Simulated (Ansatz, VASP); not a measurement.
One calculation of BP, two programs

INCAR

```
SYSTEM = BP
ALGO = Normal
EDIFF = 1E-7
EDIFFG = -0.002
ENCUT = 450
GGA = PS
GGA_COMPAT = .False.
IBRION = 2
ISIF = 2
ISMEAR = 0
LASPH = .True.
LCHARG = .False.
LREAL = .False.
LWAVE = .False.
NELM = 120
NELMIN = 4
NSW = 60
PREC = Accurate
SIGMA = 0.02
```

File KPOINTS:

```
k-points
0
Gamma
  10 10 10
  0 0 0
```

File POSCAR:

```
BP
1.0
    0.0000000000      2.2375332127      2.2662813426
    2.2375332127      0.0000000000      2.2662813426
    2.2375332127      2.2375332127      0.0000000000
B P
1 1
Direct
    0.0000000000      0.0000000000      0.0000000000
    0.2500000000      0.2500000000      0.2500000000
```

Input for Ansatz:

```yaml
crystal:
  lattice:
    - [0.0, 2.237533258, 2.2662812282]
    - [2.237533258, 0.0, 2.2662812282]
    - [2.237533258, 2.237533258, 0.0]
  atoms:
    - { symbol: B, position: [0.0, 0.0, 0.0] }
    - { symbol: P, position: [0.25, 0.25, 0.25] }
basis:
  ecutwfc: 420
kpoints:
  mp_grid: { grid: [10, 10, 10] }
hamiltonian:
  xc: pbesol
  pseudopotentials: { kind: paw, azcp: { folder: soft_1 } }
scf:
  occupations: { method: gaussian, width: 0.02 }
output:
  forces: true
  stress: true
  eigenvalues: true
relax:
  adjacent_minimum: "off"
  f_tol: 0.002
  max_steps: 40
```

Change from the starting cell: strained cell.

Alike in both runs: task relaxation of the atoms; functional PBEsol; k mesh 10 × 10 × 10; occupations gaussian, width 0.02 eV; no spin polarisation.

|  | VASP | Ansatz |
| --- | --- | --- |
| version | VASP 6.6.1 | Ansatz 0.2.0 |
| potentials or method | VASP PAW PBE potentials, release 64 (B, P), cutoff 450 eV | scalar-relativistic, plane waves, PAW |
| valence electrons in the cell | 8 | 8 |

```tsv
	VASP	Ansatz	Ansatz less VASP
gap on the k mesh at the Fermi level, each at its own relaxed structure (eV)	1.00	1.00	+0.004
```

VASP's potentials were made for PBE, not for PBEsol, and Ansatz warns of the same on its side. Ansatz's warnings: stress scf threshold loose.

Noted on VASP's run: the relaxation stopped at its first step, so nothing moved.
